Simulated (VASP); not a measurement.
# Ag (R-3m) in VASP: notebook

Ag is run at these levels: PBEsol; tasks: single point.

All numbers are computed with VASP 6.6.1; they aren't measurements. Logs are shortened: lines on timing, memory, paths and dates and some standing lists are left out, and cuts for length are marked.

## (1) The cell of the first run

The structure is trigonal, space group R-3m (No. 166). Conventional cell: a = 2.897 Å, b = 2.897 Å, c = 20.833 Å, α = 90.00°, β = 90.00°, γ = 120.00°. Ag (site symmetry -3m) has 12 Ag at 2.85 to 2.90 Å within 3.8 Å. Within 3.8 Å of Ag (site symmetry 3m) lie 12 Ag at 2.85 to 2.90 Å.

## (2) Single point, PBEsol (biaxial strain in the a-b plane: +1.0 %, then relaxed in part)

INCAR

```
SYSTEM = Ag
PREC     = Accurate       ! precision mode
ENCUT    = 520            ! plane-wave cutoff, eV
EDIFF    = 1E-6           ! SCF threshold, eV
ISMEAR   = 0              ! smearing method
SIGMA    = 0.1            ! smearing width, eV
LREAL    = .FALSE.        ! projectors in reciprocal space
LASPH    = .TRUE.         ! aspherical terms in the spheres
NELM     = 60             ! most SCF steps
ALGO     = Fast           ! electronic algorithm
ISIF     = 2              ! what is computed and relaxed
LWAVE    = .FALSE.        ! write WAVECAR
LCHARG   = .TRUE.         ! write CHGCAR
GGA      = PS             ! functional
LELF     = .TRUE.         ! ELF
LVHAR    = .TRUE.       
NBANDS   = 60             ! bands
```

KPOINTS

```
Automatic mesh
0
G
  12 12 2
  0 0 0
```

POSCAR

```
Ag
1.0
    2.8974285914      0.0000000000      0.0000000000
   -1.4487142957      2.5092467658      0.0000000000
    0.0000000000      0.0000000000     20.8334238203
Ag
9
Direct
    0.0000000000      0.0000000000      0.0000000000
    0.0000000000      0.0000000000      0.7776308183
    0.3333333333      0.6666666667      0.8890358483
    0.6666666667      0.3333333333      0.3333333333
    0.6666666667      0.3333333333      0.1109641517
    0.0000000000      0.0000000000      0.2223691817
    0.3333333333      0.6666666667      0.6666666667
    0.3333333333      0.6666666667      0.4442974850
    0.6666666667      0.3333333333      0.5557025150
```

Potentials or basis: VASP PAW PBE potentials, release 64 (Ag).

Command:

```console
> cat potpaw_PBE.64/Ag/POTCAR > POTCAR
> mpirun -np 1 vasp_std > vasp.out
```

OUTCAR:

```text
SYSTEM = Ag
   PREC = Accurate
   ENCUT = 520
   EDIFF = 1E-6
   ISMEAR = 0
   LREAL = .FALSE.
   LASPH = .TRUE.
   NELM = 60
   ISIF = 2
   GGA = PS

 ion  position               nearest neighbor table
   1  0.000  0.000  0.000-   3 2.85   5 2.85   3 2.85   5 2.85   5 2.85   3 2.85
   2  0.000  0.000  0.778-   7 2.85   7 2.85   7 2.85   3 2.86   3 2.86   3 2.86
   3  0.333  0.667  0.889-   1 2.85   1 2.85   1 2.85   2 2.86   2 2.86   2 2.86
   4  0.667  0.333  0.333-   6 2.85   6 2.85   6 2.85   8 2.85   8 2.85   8 2.85
   5  0.667  0.333  0.111-   1 2.85   1 2.85   1 2.85   6 2.86   6 2.86   6 2.86
   6  0.000  0.000  0.222-   4 2.85   4 2.85   4 2.85   5 2.86   5 2.86   5 2.86
   7  0.333  0.667  0.667-   2 2.85   2 2.85   2 2.85   9 2.85   9 2.85   9 2.85
   8  0.333  0.667  0.444-   4 2.85   4 2.85   4 2.85   9 2.86   9 2.86   9 2.86
   9  0.667  0.333  0.556-   7 2.85   7 2.85   7 2.85   8 2.86   8 2.86   8 2.86

  LATTYP: Found a hexagonal cell.
 ALAT       =     2.8974285914
 C/A-ratio  =     7.1903148475

  Lattice vectors:

 A1 = (   2.8974285914,   0.0000000000,   0.0000000000)
 A2 = (  -1.4487142957,   2.5092467658,   0.0000000000)
 A3 = (   0.0000000000,   0.0000000000,  20.8334238203)

Analysis of symmetry for initial positions (statically):
=====================================================================
 Subroutine PRICEL returns following result:

  LATTYP: Found a trigonal (rhomboedric) cell.
 ALAT       =     7.1431149859
 COS(alpha) =     0.9177340335

  Lattice vectors:

 A1 = (   1.4487142956,  -0.8364155885,  -6.9444746061)
 A2 = (  -1.4487142954,  -0.8364155888,  -6.9444746082)
 A3 = (  -0.0000000001,   1.6728311773,  -6.9444746061)

   3 primitive cells build up your supercell.

 Routine SETGRP: Setting up the symmetry group for a
 hexagonal supercell.

 Subroutine GETGRP returns: Found 12 space group operations
 (whereof 12 operations were pure point group operations)
 out of a pool of 24 trial point group operations.

The static configuration has the point symmetry D_3d.

Analysis of symmetry for dynamics (positions and initial velocities):
=====================================================================
 Subroutine PRICEL returns following result:

  LATTYP: Found a trigonal (rhomboedric) cell.
 ALAT       =     7.1431149859
 COS(alpha) =     0.9177340335

  Lattice vectors:
[... 121 lines left out ...]
   NFREE  =      0    steps in history (QN), initial steepest desc. (CG)
   ISIF   =      2    stress and relaxation
   ISYM   =      2    0-nonsym 1-usesym 2-fastsym
   POTIM  = 0.5000    time-step for ionic-motion
   TEBEG  =    0.0;   TEEND  =   0.0 temperature during run
   PSTRESS=    0.0 pullay stress
   NELECT =      99.0000    total number of electrons
   NUPDOWN=      -1.0000    fix difference up-down
   EMIN   =  10.00;   EMAX   =-10.00  energy-range for DOS
   EFERMI =   0.00;   METHOD = LEGACY
   ISMEAR =     0;   SIGMA  =   0.10  broadening in eV -4-tet -1-fermi 0-gaus
   EFERMI_NEDOS =   21; number of points for ismear=-14 and -15
   IALGO  =     68    algorithm
   IMIX   =      4    mixing-type and parameters
     AMIX     =   0.40;   BMIX     =  1.00
     AMIX_MAG =   1.60;   BMIX_MAG =  1.00
  volume/ion in A,a.u.               =      16.83       113.57
  Fermi-wavevector in a.u.,A,eV,Ry     =   1.420739  2.684807 27.463351  2.018499
  Thomas-Fermi vector in A             =   2.541623
   LORBIT       =      0    0 simple, 1 ext, 2 COOP (PROOUT), +10 PAW based schemes
   GGA     = PS    functional components
   LHFCALC =     F    Hartree Fock is set to
   AEXX    =    0.0000 exact exchange contribution
   IVDW    =     0    specifies the selected vdW correction
   LEPSILON=     F    determine dielectric tensor
   LRPA    =     F    only Hartree local field effects (RPA)
 non-spin polarized calculation
 RMM-DIIS sequential band-by-band and
 Gauss-broadening in eV      SIGMA  =   0.10
  energy-cutoff  :      520.00
  volume of cell :      151.47
 maximum number of plane-waves:      4170
 NGX is ok and might be reduce to    24
   NGX = 11   NGY = 11   NGZ = 77

 number of electron      99.0000001 magnetization

 Free energy of the ion-electron system (eV)
  ---------------------------------------------------
  ext. energy  EPLUGINS =         0.00000000
  ---------------------------------------------------
  free energy    TOTEN  =       -29.68981230 eV

  energy without entropy =      -29.66973463  energy(sigma->0) =      -29.67977346

 E-fermi :   8.3528     XC(G=0): -12.4890

 val. band max:        8.3364236336   @ k =   0.4167   0.0833   0.5000
 cond. band min:       8.3536143567   @ k =   0.3333   0.1667   0.5000
 fundamental gap:      0.0171907231
 Fermi energy:         8.3527777654

 k-point     1 :       0.0000    0.0000    0.0000
  band No.  band energies     occupation
      1       0.4859      2.00000
      2       0.8826      2.00000
      3       0.8826      2.00000
      4       1.7973      2.00000
      5       1.7973      2.00000
      6       1.9771      2.00000
[... 1501 lines left out ...]
     59      15.6334      0.00000
     60      16.3877      0.00000

 [... further k-points ...]

------------------------ aborting loop because EDIFF is reached ----------------------------------------

  FORCE on cell =-STRESS in cart. coord.  units (eV):
  Direction    XX          YY          ZZ          XY          YZ          ZX
  --------------------------------------------------------------------------------------
  -------------------------------------------------------------------------------------
  Total       -1.4456086     -1.4456086     -0.1898697      0.0000000      0.0000000      0.0000000
  in kB      -15.2913042    -15.2913042     -2.0083964      0.0000000      0.0000000      0.0000000
  external PRESSURE =     -10.8636683 kB  Pullay stress =       0.0000000 kB

 VOLUME and BASIS-vectors are now :
 -----------------------------------------------------------------------------
  energy-cutoff  :      520.00
  volume of cell :      151.47
      direct lattice vectors                 reciprocal lattice vectors
     2.897428591  0.000000000  0.000000000     0.345133614  0.199262985  0.000000000
    -1.448714296  2.509246766  0.000000000     0.000000000  0.398525969  0.000000000
     0.000000000  0.000000000 20.833423820     0.000000000  0.000000000  0.047999792

 POSITION                                       TOTAL-FORCE (eV/Angst)
 -----------------------------------------------------------------------------------
      0.00000      0.00000      0.00000        -0.000000      0.000000      0.000000
      0.00000      0.00000     16.20071         0.000000     -0.000000      0.000354
     -0.00000      1.67283     18.52166        -0.000000      0.000000     -0.000354
      1.44871      0.83642      6.94447         0.000000      0.000000      0.000000
      1.44871      0.83642      2.31176         0.000000     -0.000000      0.000354
      0.00000      0.00000      4.63271        -0.000000      0.000000     -0.000354
     -0.00000      1.67283     13.88895        -0.000000      0.000000      0.000000
     -0.00000      1.67283      9.25624         0.000000     -0.000000      0.000354
      1.44871      0.83642     11.57719        -0.000000      0.000000     -0.000354
 -----------------------------------------------------------------------------------
    total drift:                                0.000000      0.000000     -0.000000

  FREE ENERGIE OF THE ION-ELECTRON SYSTEM (eV)
  ---------------------------------------------------
  free  energy   TOTEN  =       -29.6898122963 eV

  energy  without entropy=      -29.6697346329  energy(sigma->0) =      -29.67977346
```

OSZICAR:

```text
N       E                     dE             d eps       ncg     rms          rms(c)
DAV:   1     0.726282214387E+03    0.72628E+03   -0.50819E+04  4576   0.165E+03
DAV:   2    -0.106551521244E+02   -0.73694E+03   -0.70176E+03  4644   0.386E+02
DAV:   3    -0.327045400966E+02   -0.22049E+02   -0.21709E+02  4964   0.725E+01
DAV:   4    -0.328720529252E+02   -0.16751E+00   -0.16729E+00  4984   0.597E+00
DAV:   5    -0.328733613346E+02   -0.13084E-02   -0.13083E-02  4900   0.556E-01    0.173E+01
RMM:   6    -0.297891689325E+02    0.30842E+01   -0.10466E+01  4561   0.158E+01    0.102E+01
RMM:   7    -0.297200826046E+02    0.69086E-01   -0.51623E-01  4686   0.273E+00    0.564E+00
RMM:   8    -0.296912454566E+02    0.28837E-01   -0.51675E-02  4750   0.122E+00    0.858E-01
RMM:   9    -0.296897019365E+02    0.15435E-02   -0.88246E-03  4842   0.433E-01    0.599E-02
RMM:  10    -0.296898274165E+02   -0.12548E-03   -0.11240E-03  4898   0.112E-01    0.110E-01
RMM:  11    -0.296898111180E+02    0.16299E-04   -0.12174E-04  4915   0.562E-02    0.538E-02
RMM:  12    -0.296898115269E+02   -0.40895E-06   -0.27034E-05  4923   0.257E-02    0.117E-02
RMM:  13    -0.296898122963E+02   -0.76932E-06   -0.52348E-06  3914   0.966E-03
   1 F= -.29689812E+02 E0= -.29679773E+02  d E =-.200777E-01
```

stdout:

```text
POSCAR found type information on POSCAR Ag
 POSCAR found :  1 types and       9 ions
 scaLAPACK will be used
 -----------------------------------------------------------------------------
|                                                                             |
|                                                                             |
|     You enforced a specific xc type in the INCAR file but a different       |
|     I HOPE YOU KNOW WHAT YOU ARE DOING!                                     |
|                                                                             |
 -----------------------------------------------------------------------------

 LDA part: xc-table for (Slater+PW92), standard interpolation
 POSCAR, INCAR and KPOINTS ok, starting setup
 FFT: planning ... GRIDC
 FFT: planning ... GRID_SOFT
 FFT: planning ... GRID
 WAVECAR not read
 entering main loop
```

Run time: 2.4 min. Hardware: 1 thread of Intel Xeon 6975P-C (Granite Rapids), shared host; peak memory 0.42 GiB.

Results:

```
Free energy            : -29.6898 eV
Pressure               : -1.1 GPa
Band gap on the k mesh : zero (an odd number of electrons rules out a gap without spin polarisation)
```

Stress tensor (GPa, compression positive):
```
-1.53  0.00  0.00
 0.00 -1.53  0.00
 0.00  0.00 -0.20
```

Levels at points of the mesh, in eV from the Fermi level:
```csv
k point,band 47,band 48,band 49,band 50,band 51,band 52,band 53,band 54
"(0.00, 0.00, 0.00)",-3.10,-3.10,-2.96,-2.96,-2.96,-2.96,-0.88,-0.88
"(0.50, 0.00, 0.00)",-0.07,0.17,0.51,0.98,0.98,1.42,1.42,1.54
"(0.00, 0.00, 0.50)",-3.04,-3.04,-3.04,-2.94,-2.94,-2.07,-2.07,-0.27
"(0.50, 0.00, 0.50)",0.07,0.07,0.69,0.69,1.19,1.29,1.51,1.51
```

Caveat: the cell differs from its parent crystal (biaxial strain in the a-b plane: +1.0 %, then relaxed in part); the PAW data sets were made with another functional, which shifts forces and pressure a little.

## (3) Single point, PBEsol (biaxial strain in the a-b plane: +1.0 %)

INCAR

```
ALGO = Fast ; EDIFF = 1E-6
ENCUT = 520 ; GGA = PS
ISIF = 2 ; ISMEAR = 0
LASPH = True ; LCHARG = True
LELF = True ; LREAL = False
LVHAR = True ; LWAVE = False
NBANDS = 60 ; NELM = 60
PREC = Accurate ; SIGMA = 0.1
```

KPOINTS

```
k-points
0
Gamma
  12 12 2
```

POSCAR

```
Ag
1.0
    2.8974285914      0.0000000000      0.0000000000
   -1.4487142957      2.5092467658      0.0000000000
    0.0000000000      0.0000000000     20.9326635428
Ag
9
Direct
    0.0000000000      0.0000000000      0.0000000000
    0.0000000000      0.0000000000      0.7776871197
    0.3333333333      0.6666666667      0.8889795469
    0.6666666667      0.3333333333      0.3333333333
    0.6666666667      0.3333333333      0.1110204531
    0.0000000000      0.0000000000      0.2223128803
    0.3333333333      0.6666666667      0.6666666667
    0.3333333333      0.6666666667      0.4443537864
    0.6666666667      0.3333333333      0.5556462136
```

Potentials or basis: VASP PAW PBE potentials, release 64 (Ag).

Command:

```console
> cat potpaw_PBE.64/Ag/POTCAR > POTCAR
> mpirun -np 1 vasp_std > vasp.out
```

It took 2.4 min on 1 thread of Intel Xeon 6975P-C (Granite Rapids), shared host; peak memory 0.42 GiB.

The run converged. Its results:

| Item | Value |
| --- | --- |
| Free energy | -29.6873 eV |
| Pressure | -1.6 GPa |
| Largest force | 0.010 eV/Å |
| Band gap on the k mesh | zero (an odd number of electrons rules out a gap without spin polarisation) |

Forces in eV/Å, atoms in the order of the input:
```
Ag   0.000  0.000  0.000
Ag   0.000  0.000 -0.010
Ag   0.000  0.000  0.010
Ag   0.000  0.000  0.000
Ag   0.000  0.000 -0.010
Ag   0.000  0.000  0.010
Ag   0.000  0.000  0.000
Ag   0.000  0.000 -0.010
Ag   0.000  0.000  0.010
```

Stress tensor (GPa, compression positive):
```
-1.90  0.00  0.00
 0.00 -1.90  0.00
 0.00  0.00 -1.09
```

Levels at points of the mesh, in eV from the Fermi level:
```tsv
k point	band 46	band 47	band 48	band 49	band 50	band 51	band 52	band 53	band 54	band 55
(0.00, 0.00, 0.00)	-3.24	-3.11	-3.11	-2.97	-2.97	-2.97	-2.97	-0.91	-0.91	4.69
(0.50, 0.00, 0.00)	-0.05	-0.05	0.18	0.52	0.99	0.99	1.42	1.42	1.54	4.15
(0.00, 0.00, 0.50)	-3.04	-3.04	-3.04	-3.04	-2.94	-2.94	-2.09	-2.09	-0.29	3.91
(0.50, 0.00, 0.50)	-0.11	0.08	0.08	0.69	0.69	1.20	1.29	1.51	1.51	4.32
```

Caveat: the cell differs from its parent crystal (biaxial strain in the a-b plane: +1.0 %); the PAW data sets were made with another functional, which shifts forces and pressure a little.

## (4) Single point, PBEsol (biaxial strain in the a-b plane: +2.0 %, then relaxed in part)

INCAR

```
ALGO = Fast ; EDIFF = 1E-7
ENCUT = 520 ; GGA = PS
ISIF = 2 ; ISMEAR = 0
LASPH = True ; LCHARG = True
LELF = True ; LREAL = False
LVHAR = True ; LWAVE = False
NBANDS = 60 ; NELM = 100
PREC = Accurate ; SIGMA = 0.1
```

KPOINTS is that of step 3.

POSCAR

```
Ag
1.0
    2.9261160032      0.0000000000      0.0000000000
   -1.4630580016      2.5340907932      0.0000000000
    0.0000000000      0.0000000000     20.6568750036
Ag
9
Direct
    0.0000000000      0.0000000000      0.0000000000
    0.0000000000      0.0000000000      0.7776264046
    0.3333333333      0.6666666667      0.8890402621
    0.6666666667      0.3333333333      0.3333333333
    0.6666666667      0.3333333333      0.1109597379
    0.0000000000      0.0000000000      0.2223735954
    0.3333333333      0.6666666667      0.6666666667
    0.3333333333      0.6666666667      0.4442930712
    0.6666666667      0.3333333333      0.5557069288
```

Command:

```console
> cat potpaw_PBE.64/Ag/POTCAR > POTCAR
> mpirun -np 1 vasp_std > vasp.out
```

Run time: 3 min. Hardware: 1 thread of Intel Xeon 6975P-C (Granite Rapids), shared host; peak memory 0.42 GiB.

It converged, with:

| Quantity | Value |
| --- | --- |
| Free energy | -29.6476 eV |
| Pressure | -2.2 GPa |
| Band gap on the k mesh | zero (an odd number of electrons rules out a gap without spin polarisation) |

Stress tensor (GPa, compression positive):
```
-3.19  0.00  0.00
 0.00 -3.19  0.00
 0.00  0.00 -0.20
```

Levels at points of the mesh, in eV from the Fermi level:
| k point | band 47 | band 48 | band 49 | band 50 | band 51 | band 52 | band 53 | band 54 |
| --- | --- | --- | --- | --- | --- | --- | --- | --- |
| (0.00, 0.00, 0.00) | -3.07 | -3.07 | -2.93 | -2.93 | -2.93 | -2.93 | -0.71 | -0.71 |
| (0.50, 0.00, 0.00) | -0.09 | 0.18 | 0.47 | 0.96 | 0.96 | 1.36 | 1.36 | 1.46 |
| (0.00, 0.00, 0.50) | -3.01 | -3.01 | -3.01 | -2.91 | -2.91 | -1.93 | -1.93 | -0.08 |
| (0.50, 0.00, 0.50) | 0.05 | 0.05 | 0.66 | 0.66 | 1.19 | 1.21 | 1.43 | 1.43 |

Caveat: the cell differs from its parent crystal (biaxial strain in the a-b plane: +2.0 %, then relaxed in part); the PAW data sets were made with another functional, which shifts forces and pressure a little.

## (5) The runs side by side

```tsv
cell	further INCAR settings	gap on the mesh (eV)	pressure (GPa)
a = 2.897, b = 2.897, c = 20.833 Å, angles 90.0, 90.0, 120.0°, 9 atoms, atomic positions A	ALGO = Fast; EDIFF = 1e-06; NBANDS = 60	none	-1.1
a = 2.897, b = 2.897, c = 20.933 Å, angles 90.0, 90.0, 120.0°, 9 atoms, atomic positions B	ALGO = Fast; EDIFF = 1e-06; NBANDS = 60	none	-1.6
a = 2.926, b = 2.926, c = 20.657 Å, angles 90.0, 90.0, 120.0°, 9 atoms, atomic positions A	ALGO = Fast; EDIFF = 1e-07; NBANDS = 60	none	-2.2
```

Alike in all rows: task single point; level PBEsol; potentials or basis VASP PAW PBE potentials, release 64 (Ag); no spin polarisation; k mesh 12 × 12 × 2; cutoff (eV) 520; smearing gaussian 0.1 eV.

Caveats: the PAW data sets were made with another functional, which shifts forces and pressure a little.

Total energies depend on the potentials used, so only differences within one code and one set of settings carry meaning.

The gap in the log of VASP goes by the Fermi energy; the results here count the filled bands.